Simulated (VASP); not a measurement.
Runs of VASP 6.6.1 on Cu. The structure is that of space group Fm-3m (No. 225), or close to it. The cells are those of the table. 

```tsv
cell	k mesh	gap on the mesh (eV)	pressure (GPa)
a = 2.654 Å, angles 60.0°, 1 atom	20 × 20 × 20	none	-15.8
a = 2.611 Å, angles 60.0°, 1 atom	20 × 20 × 20	none	-11.7
a = 2.451 Å, angles 60.0°, 1 atom	20 × 20 × 20	none	20.2
a = 2.504 Å, angles 60.0°, 1 atom	20 × 20 × 20	none	6.0
a = 2.424 Å, angles 60.0°, 1 atom	20 × 20 × 20	none	29.4
a = 2.556 Å, angles 60.0°, 1 atom	20 × 20 × 20	none	-4.2
a = 2.478 Å, angles 60.0°, 1 atom	20 × 20 × 20	none	(a)
a = 2.554 Å, angles 60.0°, 1 atom	20 × 20 × 20	none	-3.9
a = 2.579 Å, angles 60.0°, 1 atom	20 × 20 × 20	none	(b)
a = 2.508 Å, angles 60.0°, 1 atom	20 × 20 × 20	none	4.9
a = 2.647, b = 2.642, c = 2.659 Å, angles 60.0, 59.8, 59.7°, 1 atom	16 × 16 × 16	none	-15.1
a = 2.529 Å, angles 60.0°, 1 atom	20 × 20 × 20	none	0.5
```

Alike in all rows: task single point; level r2SCAN; potentials or basis VASP PAW PBE potentials, release 64 (Cu); no spin polarisation; cutoff (eV) 520; smearing gaussian 0.1 eV.

Problem. Estimate the missing entries.

Solution. (a) 12.5; (b) -7.6.

Caveats: the PAW data sets were made with another functional, which shifts forces and pressure a little.

A gap of «none» marks levels without a gap at the run's occupations.
